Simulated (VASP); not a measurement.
The system is AlNi3.

```
CELL_PARAMETERS angstrom
3.52305 0.00000 0.00000
0.00000 3.52305 0.00000
0.00000 0.00000 3.52305
ATOMIC_POSITIONS crystal
Al 0.00000 0.00000 0.00000
Ni 0.00000 0.50000 0.50000
Ni 0.50000 0.00000 0.50000
Ni 0.50000 0.50000 0.00000
```

```yaml
Program: VASP 6.6.1
Task: relaxation of cell and atoms
Functional: PBE
Potentials_or_basis: VASP PAW PBE potentials, release 64 (Al, Ni)
Cutoff: 600 eV
k_mesh: 6 × 6 × 6
Occupations: gaussian, width 0.1 eV
Spin: collinear spin, ferromagnetic start
Starting_moments: "[0.0, 0.3, 0.3, 0.3] μB"
```

At the start: pressure 7.3 GPa; volume 10.93 Å³/atom.

**Question.** How do energy, volume and symmetry change on relaxing?

**Answer.** Over 3 steps the energy falls by 9.0 meV/atom and the volume is 11.35 Å³/atom (+3.8 %); space group Pm-3m (No. 221, to 0.1 Å) before and after; moment 0.73 μB per cell.

The path:
| step | energy change (eV) | largest force (eV/Å) | pressure (GPa) | volume (Å³) |
| --- | --- | --- | --- | --- |
| 1 | 0.0000 | 0.0000 | 7.26 | 43.73 |
| 2 | -0.0078 | 0.0000 | -5.60 | 46.94 |
| 3 | -0.0360 | 0.0000 | -0.01 | 45.38 |

Final structure:
```
Al Ni
1.0
     3.56695    0.00000    0.00000
     0.00000    3.56695    0.00000
     0.00000    0.00000    3.56695
Al Ni
1 3
Direct
  0.00000 0.00000 0.00000
  0.00000 0.50000 0.50000
  0.50000 0.00000 0.50000
  0.50000 0.50000 0.00000
```
